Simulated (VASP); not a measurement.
# Hf7TaO16 (a cell with a defect) in VASP: electric field gradients with r2SCAN

Aim: the electric field gradients of Hf7TaO16 (a cell with a defect) with r2SCAN.

All numbers are computed with VASP 6.6.1; they aren't measurements. Logs are shortened: lines on timing, memory, paths and dates and some standing lists are left out, and cuts for length are marked.

### Step 1. The cell of the first run

The cell holds a defect, 24 atoms: a = 7.234 Å, b = 7.234 Å, c = 7.234 Å, α = 60.00°, β = 60.00°, γ = 60.00°.

### Step 2. Electric field gradients, r2SCAN, collinear spin, ferromagnetic start

POSCAR reads:

```
Hf7TaO16
1.0
    0.0000000000      5.1150000000      5.1150000000
    5.1150000000      0.0000000000      5.1150000000
    5.1150000000      5.1150000000      0.0000000000
Ta Hf O
1 7 16
Direct
    0.0000000000      0.0000000000      0.0000000000
    0.0000000000      0.0000000000      0.5000000000
    0.0000000000      0.5000000000      0.0000000000
    0.0000000000      0.5000000000      0.5000000000
    0.5000000000      0.0000000000      0.0000000000
    0.5000000000      0.0000000000      0.5000000000
    0.5000000000      0.5000000000      0.0000000000
    0.5000000000      0.5000000000      0.5000000000
    0.1240396952      0.1240396952      0.1240396952
    0.1240396952      0.1240396952      0.6278809143
    0.1240396952      0.6278809143      0.1240396952
    0.1238431092      0.6253856303      0.6253856303
    0.6278809143      0.1240396952      0.1240396952
    0.6253856303      0.1238431092      0.6253856303
    0.6253856303      0.6253856303      0.1238431092
    0.6253856303      0.6253856303      0.6253856303
    0.3746143697      0.3746143697      0.3746143697
    0.3746143697      0.3746143697      0.8761568908
    0.3746143697      0.8761568908      0.3746143697
    0.3721190857      0.8759603048      0.8759603048
    0.8761568908      0.3746143697      0.3746143697
    0.8759603048      0.3721190857      0.8759603048
    0.8759603048      0.8759603048      0.3721190857
    0.8759603048      0.8759603048      0.8759603048
```

INCAR.step1 reads:

```
SYSTEM = Hf7TaO16
PREC     = Accurate       ! precision mode
ENCUT    = 520            ! plane-wave cutoff, eV
ISMEAR   = -1             ! smearing method
SIGMA    = 0.01           ! smearing width, eV
LREAL    = Auto         
LASPH    = .TRUE.         ! aspherical terms in the spheres
NELM     = 150            ! most SCF steps
ISPIN    = 2              ! spin polarisation
MAGMOM   = 1 0 0 0 0 0 0 0 0 0 0 0 0 0 0 0 0 0 0 0 0 0 0 0 ! initial moments
LMAXMIX  = 4              ! l up to which the mixer works
NBANDS   = 110            ! bands
GGA      = PE             ! functional
ALGO     = Normal         ! electronic algorithm
EDIFF    = 1E-4           ! SCF threshold, eV
LWAVE    = .TRUE.         ! write WAVECAR
LCHARG   = .FALSE.        ! write CHGCAR
```

INCAR.step2 reads:

```
SYSTEM = Hf7TaO16
PREC     = Accurate       ! precision mode
ENCUT    = 520            ! plane-wave cutoff, eV
EDIFF    = 1E-8           ! SCF threshold, eV
ISMEAR   = -1             ! smearing method
SIGMA    = 0.01           ! smearing width, eV
LREAL    = Auto         
LASPH    = .TRUE.         ! aspherical terms in the spheres
NELM     = 150            ! most SCF steps
ALGO     = Normal         ! electronic algorithm
ISIF     = 2              ! what is computed and relaxed
LWAVE    = .FALSE.        ! write WAVECAR
LCHARG   = .FALSE.        ! write CHGCAR
ISPIN    = 2              ! spin polarisation
MAGMOM   = 1 0 0 0 0 0 0 0 0 0 0 0 0 0 0 0 0 0 0 0 0 0 0 0 ! initial moments
LORBIT   = 11             ! projections on sites
LMAXMIX  = 4              ! l up to which the mixer works
METAGGA  = R2SCAN         ! meta-GGA
LMIXTAU  = .TRUE.       
LEFG     = .TRUE.       
NBANDS   = 110            ! bands
ISTART   = 1
```

KPOINTS reads:

```
Automatic mesh
0
G
  3 3 3
  0 0 0
```

Potentials or basis: VASP PAW PBE potentials, release 64 (Ta_pv, Hf_pv, O).

Command:

```bash
$ cat potpaw_PBE.64/Ta_pv/POTCAR potpaw_PBE.64/Hf_pv/POTCAR potpaw_PBE.64/O/POTCAR > POTCAR
$ cp INCAR.step1 INCAR
$ mpirun -np 1 vasp_std > vasp.out
$ cp INCAR.step2 INCAR
$ mpirun -np 1 vasp_std > vasp.out
```

OUTCAR:

```text
SYSTEM = Hf7TaO16
   PREC = Accurate
   ENCUT = 520
   EDIFF = 1E-8
   ISMEAR = -1
   LREAL = Auto
   LASPH = .TRUE.
   NELM = 150
   ISIF = 2
   ISPIN = 2
   LORBIT = 11
   METAGGA = R2SCAN
   ISTART = 1

 ion  position               nearest neighbor table
   1  0.000  0.000  0.000-   9 2.20  24 2.20  13 2.20  20 2.20  22 2.20  11 2.20  23 2.20  10 2.20
                             5 3.62   2 3.62   3 3.62   2 3.62   4 3.62   6 3.62   3 3.62   4 3.62
   2  0.000  0.000  0.500-  12 2.21  14 2.21  19 2.21  21 2.21  10 2.22  23 2.22   9 2.22  24 2.22
                             6 3.62   1 3.62   4 3.62   1 3.62   3 3.62   5 3.62   3 3.62   4 3.62
   3  0.000  0.500  0.000-  12 2.21  15 2.21  18 2.21  21 2.21  11 2.22  22 2.22   9 2.22  24 2.22
                             7 3.62   1 3.62   4 3.62   2 3.62   4 3.62   8 3.62   1 3.62   2 3.62
   4  0.000  0.500  0.500-  16 2.21  17 2.21  12 2.21  21 2.21  11 2.22  22 2.22  10 2.22  23 2.22
                             8 3.62   2 3.62   3 3.62   1 3.62   3 3.62   7 3.62   1 3.62   2 3.62
   5  0.500  0.000  0.000-  14 2.21  15 2.21  18 2.21  19 2.21  13 2.22  20 2.22   9 2.22  24 2.22
                             7 3.62   1 3.62   6 3.62   2 3.62   6 3.62   8 3.62   3 3.62   7 3.62
   6  0.500  0.000  0.500-  16 2.21  17 2.21  14 2.21  19 2.21  13 2.22  20 2.22  10 2.22  23 2.22
                             8 3.62   2 3.62   5 3.62   1 3.62   5 3.62   7 3.62   4 3.62   7 3.62
   7  0.500  0.500  0.000-  16 2.21  17 2.21  15 2.21  18 2.21  11 2.22  13 2.22  20 2.22  22 2.22
                             8 3.62   3 3.62   5 3.62   4 3.62   6 3.62   8 3.62   1 3.62   5 3.62
   8  0.500  0.500  0.500-  12 2.22  14 2.22  15 2.22  18 2.22  19 2.22  21 2.22  17 2.22  16 2.22
                             7 3.62   4 3.62   6 3.62   3 3.62   5 3.62   7 3.62   2 3.62   5 3.62
   9  0.124  0.124  0.124-   1 2.20   2 2.22   3 2.22   5 2.22
  10  0.124  0.124  0.628-   1 2.20   2 2.22   4 2.22   6 2.22
  11  0.124  0.628  0.124-   1 2.20   3 2.22   4 2.22   7 2.22
  12  0.124  0.625  0.625-   2 2.21   3 2.21   4 2.21   8 2.22
  13  0.628  0.124  0.124-   1 2.20   5 2.22   6 2.22   7 2.22
  14  0.625  0.124  0.625-   2 2.21   5 2.21   6 2.21   8 2.22
[... 8 lines left out ...]
  23  0.876  0.876  0.372-   1 2.20   2 2.22   4 2.22   6 2.22
  24  0.876  0.876  0.876-   1 2.20   2 2.22   3 2.22   5 2.22

  LATTYP: Found a face centered cubic cell.
 ALAT       =    10.2300000000

  Lattice vectors:

 A1 = (   0.0000000000,   5.1150000000,   5.1150000000)
 A2 = (   5.1150000000,   0.0000000000,   5.1150000000)
 A3 = (   5.1150000000,   5.1150000000,   0.0000000000)

Analysis of symmetry for initial positions (statically):
=====================================================================
 Subroutine PRICEL returns:
 Original cell was already a primitive cell.

 Routine SETGRP: Setting up the symmetry group for a
 face centered cubic supercell.

 Subroutine GETGRP returns: Found 48 space group operations
[... 9 lines left out ...]

 Routine SETGRP: Setting up the symmetry group for a
 face centered cubic supercell.

 Subroutine GETGRP returns: Found 48 space group operations
 (whereof 48 operations were pure point group operations)
 out of a pool of 48 trial point group operations.

The dynamic configuration has the point symmetry O_h .

Analysis of structural, dynamic, and magnetic symmetry:
=====================================================================
 Subroutine PRICEL returns:
 Original cell was already a primitive cell.

 Routine SETGRP: Setting up the symmetry group for a
 face centered cubic supercell.

 Subroutine GETGRP returns: Found 48 space group operations
 (whereof 48 operations were pure point group operations)
 out of a pool of 48 trial point group operations.

The overall configuration has the point symmetry O_h .

 Subroutine INISYM returns: Found 48 space group operations
[... 5 lines left out ...]
                                     Primitive cell

  volume of cell :     267.6498

  direct lattice vectors                    reciprocal lattice vectors
     0.000000000  5.115000000  5.115000000    -0.097751711  0.097751711  0.097751711
     5.115000000  0.000000000  5.115000000     0.097751711 -0.097751711  0.097751711
     5.115000000  5.115000000  0.000000000     0.097751711  0.097751711 -0.097751711

  length of vectors
     7.233702372  7.233702372  7.233702372     0.169310929  0.169310929  0.169310929
[... 155 lines left out ...]
 cond. band min:       6.9740267753   @ k =  -0.3333   0.3333   0.0000
 fundamental gap:      0.0453934142
 Fermi energy:         6.9648044647

 spin component 1

 k-point     1 :       0.0000    0.0000    0.0000
  band No.  band energies     occupation
      1     -31.3669      1.00000
      2     -31.3669      1.00000
      3     -31.3669      1.00000
      4     -27.5919      1.00000
      5     -27.5919      1.00000
      6     -27.5919      1.00000
[... 401 lines left out ...]
     99       8.7941      0.00000
    100       8.9170      0.00000
 Fermi energy:         6.9648044647

 spin component 2

 k-point     1 :       0.0000    0.0000    0.0000
  band No.  band energies     occupation
      1     -30.7255      1.00000
      2     -30.7255      1.00000
      3     -30.7255      1.00000
      4     -27.5873      1.00000
      5     -27.5873      1.00000
      6     -27.5873      1.00000
[... 401 lines left out ...]
     99       8.8412      0.00000
    100       8.9746      0.00000
 [bands above 100 left out]

------------------------ aborting loop because EDIFF is reached ----------------------------------------

  FORCE on cell =-STRESS in cart. coord.  units (eV):
  Direction    XX          YY          ZZ          XY          YZ          ZX
  --------------------------------------------------------------------------------------
  -------------------------------------------------------------------------------------
  Total      -21.4525697    -21.4525697    -21.4525697      0.0000000      0.0000000     -0.0000000
  in kB     -128.4171402   -128.4171402   -128.4171402      0.0000000      0.0000000     -0.0000000
  external PRESSURE =    -128.4171402 kB  Pullay stress =       0.0000000 kB

 VOLUME and BASIS-vectors are now :
 -----------------------------------------------------------------------------
  energy-cutoff  :      520.00
  volume of cell :      267.65
      direct lattice vectors                 reciprocal lattice vectors
     0.000000000  5.115000000  5.115000000    -0.097751711  0.097751711  0.097751711
     5.115000000  0.000000000  5.115000000     0.097751711 -0.097751711  0.097751711
     5.115000000  5.115000000  0.000000000     0.097751711  0.097751711 -0.097751711

 POSITION                                       TOTAL-FORCE (eV/Angst)
 -----------------------------------------------------------------------------------
      0.00000      0.00000      0.00000         0.000000      0.000000      0.000000
      2.55750      2.55750      0.00000        -0.000000      0.000000      0.000000
      2.55750      0.00000      2.55750         0.000000      0.000000     -0.000000
      5.11500      2.55750      2.55750         0.000000      0.000000      0.000000
      0.00000      2.55750      2.55750         0.000000      0.000000      0.000000
      2.55750      5.11500      2.55750         0.000000      0.000000     -0.000000
[... 16 lines left out ...]
      6.38393      6.38393      8.96107         0.097984      0.097984     -0.097984
      8.96107      8.96107      8.96107        -0.097984     -0.097984     -0.097984
 -----------------------------------------------------------------------------------
    total drift:                                0.000000      0.000000      0.000000

  FREE ENERGIE OF THE ION-ELECTRON SYSTEM (eV)
  ---------------------------------------------------
  free  energy   TOTEN  =      -547.4477048179 eV

  energy  without entropy=     -547.4443316764  energy(sigma->0) =     -547.44601825

 Electric field gradients (V/A^2)
---------------------------------------------------------------------
 ion       V_xx      V_yy      V_zz      V_xy      V_xz      V_yz
---------------------------------------------------------------------
   1      -0.000    -0.000    -0.000    -0.001    -0.001    -0.001
   2      -4.147    -4.147     8.294     2.896    -0.000    -0.000
   3      -4.147     8.294    -4.147    -0.000     2.896    -0.000
   4       8.294    -4.147    -4.147    -0.000    -0.000    -2.897
   5       8.294    -4.147    -4.147    -0.000    -0.000     2.896
   6      -4.147     8.294    -4.147    -0.000    -2.897    -0.000
[... 16 lines left out ...]
  23       0.000     0.000    -0.000     6.303    -6.299    -6.299
  24      -0.000     0.000     0.000     6.303     6.303     6.303
---------------------------------------------------------------------

 Electric field gradients after diagonalization (V/A^2)
 (convention: |V_zz| > |V_xx| > |V_yy|)
----------------------------------------------------------------------
 ion       V_xx      V_yy      V_zz     asymmetry (V_yy - V_xx)/ V_zz
----------------------------------------------------------------------
   1       0.001     0.001    -0.001       0.000
   2      -7.043    -1.250     8.294       0.698
   3      -7.043    -1.250     8.294       0.698
   4      -7.044    -1.250     8.294       0.699
   5      -7.043    -1.250     8.294       0.698
   6      -7.044    -1.250     8.294       0.699
[... 16 lines left out ...]
  23      -6.302    -6.297    12.600       0.000
  24      -6.303    -6.303    12.606       0.000
----------------------------------------------------------------------

           NMR quadrupolar parameters

 Cq : quadrupolar parameter    Cq=e*Q*V_zz/h
 eta: asymmetry parameters     (V_yy - V_xx)/ V_zz
 Q  : nuclear electric quadrupole moment in mb (millibarn)
----------------------------------------------------------------------
 ion       Cq(MHz)       eta       Q (mb)
----------------------------------------------------------------------
   1      -0.000       0.000       1.000
   2       0.020       0.698       1.000
   3       0.020       0.698       1.000
   4       0.020       0.699       1.000
   5       0.020       0.698       1.000
   6       0.020       0.699       1.000
[... 16 lines left out ...]
  23       0.030       0.000       1.000
  24       0.030       0.000       1.000
----------------------------------------------------------------------

 total charge

# of ion       s       p       d       tot
------------------------------------------
    1        0.262   6.188   2.051   8.501
    2        0.290   6.533   1.273   8.097
    3        0.290   6.533   1.273   8.097
    4        0.290   6.533   1.273   8.097
    5        0.290   6.533   1.273   8.097
    6        0.290   6.533   1.273   8.097
[... 16 lines left out ...]
   23        1.565   3.555   0.000   5.120
   24        1.565   3.555   0.000   5.120
--------------------------------------------------
tot         27.321 108.861  10.955 147.137

 magnetization (x)

# of ion       s       p       d       tot
------------------------------------------
    1        0.004   0.004   0.757   0.765
    2        0.003   0.001   0.006   0.010
    3        0.003   0.001   0.006   0.010
    4        0.003   0.001   0.006   0.010
    5        0.003   0.001   0.006   0.010
    6        0.003   0.001   0.006   0.010
[... 16 lines left out ...]
   23        0.000   0.001   0.000   0.001
   24        0.000   0.001   0.000   0.001
--------------------------------------------------
tot          0.021   0.015   0.797   0.832
```

Run time: 29 min. Hardware: 1 thread of Intel Xeon Platinum 8488C (Sapphire Rapids), shared host; peak memory 0.68 GiB.

What came out:

| Item | Value |
| --- | --- |
| Free energy | -547.4477 eV |
| Pressure | -12.8 GPa |
| Largest force | 0.170 eV/Å |
| Band gap on the k mesh | zero (filled and empty bands overlap) |
| Net moment | 1.00 μB per cell |
| Site moments | Ta +0.77; Hf +0.01, +0.00; O +0.00, -0.00 μB |
| Valence electrons inside the program's atomic spheres | Ta 8.50; Hf 8.10, 8.07; O 5.12, 5.13 |

Forces on the atoms (eV/Å):
```
Ta   0.000  0.000  0.000
Hf   0.000  0.000  0.000
Hf   0.000  0.000  0.000
Hf   0.000  0.000  0.000
Hf   0.000  0.000  0.000
Hf   0.000  0.000  0.000
Hf   0.000  0.000  0.000
Hf   0.000  0.000  0.000
O    0.098  0.098  0.098
O   -0.098 -0.098  0.098
O   -0.098  0.098 -0.098
O   -0.021  0.021  0.021
O    0.098 -0.098 -0.098
O    0.021 -0.021  0.021
O    0.021  0.021 -0.021
O   -0.021 -0.021 -0.021
O    0.021  0.021  0.021
O   -0.021 -0.021  0.021
O   -0.021  0.021 -0.021
O   -0.098  0.098  0.098
O    0.021 -0.021 -0.021
O    0.098 -0.098  0.098
O    0.098  0.098 -0.098
O   -0.098 -0.098 -0.098
```

Electric field gradients, principal values (V/Å²):
```
atom   least  middle  greatest (by size)
1 Ta  -0.001   0.001               0.001
2 Hf  -1.250  -7.043               8.294
3 Hf  -1.250  -7.043               8.294
4 Hf  -1.250  -7.044               8.294
5 Hf  -1.250  -7.043               8.294
6 Hf  -1.250  -7.044               8.294
7 Hf  -1.250  -7.044               8.294
8 Hf   0.000   0.000              -0.001
 9 O  -6.303  -6.303              12.606
10 O  -6.297  -6.302              12.600
11 O  -6.297  -6.302              12.600
12 O  -1.316  -1.321               2.637
13 O  -6.297  -6.302              12.600
14 O  -1.316  -1.321               2.637
15 O  -1.316  -1.321               2.637
16 O  -1.322  -1.322               2.643
17 O  -1.322  -1.322               2.643
18 O  -1.316  -1.321               2.637
19 O  -1.316  -1.321               2.637
20 O  -6.297  -6.302              12.600
21 O  -1.316  -1.321               2.637
22 O  -6.297  -6.302              12.600
23 O  -6.297  -6.302              12.600
24 O  -6.303  -6.303              12.606
```

Caveat: without QUAD_EFG the Cq values of the log hold for a quadrupole moment of 1 mb, not for the nuclei; the PAW data sets were made with another functional, which shifts forces and pressure a little; spin-orbit coupling is left out, which moves the levels of the heavy elements.
